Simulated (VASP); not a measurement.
Write the native input for VASP 6.6.1 that does the following.

| Quantity | Value |
| --- | --- |
| Task | single point |
| Functional | BLYP |
| Potentials or basis | VASP PAW PBE potentials, release 64 (Ba_sv) |
| Cutoff | 520 eV |
| k mesh | 9 × 9 × 5 |
| Occupations | fermi-dirac, width 0.1 eV |
| Spin | no spin polarisation |
| Dipole correction | no |
| Further INCAR settings | ALGO = Normal; EDIFF = 1e-06; NBANDS = 17 |

The structure of Ba lies in POSCAR:

```
Ba
1.0
    4.4277233585      0.0000000000      0.0000000000
   -2.2138616792      3.8345209094      0.0000000000
    0.0000000000      0.0000000000      7.2451961126
Ba
2
Direct
    0.3333333333      0.6666666667      0.2500000000
    0.6666666667      0.3333333333      0.7500000000
```

This cell differs from its parent crystal: volume scaled by 0.92.

One way to write it, as run:

INCAR

```
SYSTEM = Ba
PREC = Accurate
ENCUT = 520
EDIFF = 1E-6
ISMEAR = -1
SIGMA = 0.1
LREAL = .False.
LASPH = .True.
NELM = 80
ALGO = Normal
ISIF = 2
LWAVE = .False.
LCHARG = .False.
GGA = B5
ALDAX = 1.0
AGGAX = 1.0
AGGAC = 1.0
ALDAC = 0.0
NBANDS = 17
```

KPOINTS

```
Automatic mesh
0
Gamma
  9 9 5
  0 0 0
```

Potentials or basis: VASP PAW PBE potentials, release 64 (Ba_sv).

Run with:

```sh
$ cat potpaw_PBE.64/Ba_sv/POTCAR > POTCAR
$ mpirun -np 1 vasp_std > vasp.out
```

It gave:

| Item | Value |
| --- | --- |
| Pressure | 0.8 GPa |
| Band gap on the k mesh | zero (band 10 reaches 2.40 eV, above the bottom of band 11 at 2.04 eV) |

Caveat: the PAW data sets were made with another functional, which shifts forces and pressure a little; spin-orbit coupling is left out, which moves the levels of the heavy elements.

Wall time 69 s on 1 thread of AMD EPYC 7R43 64-Core Processor (Zen 3), with other jobs on the host, peak memory 0.23 GiB.
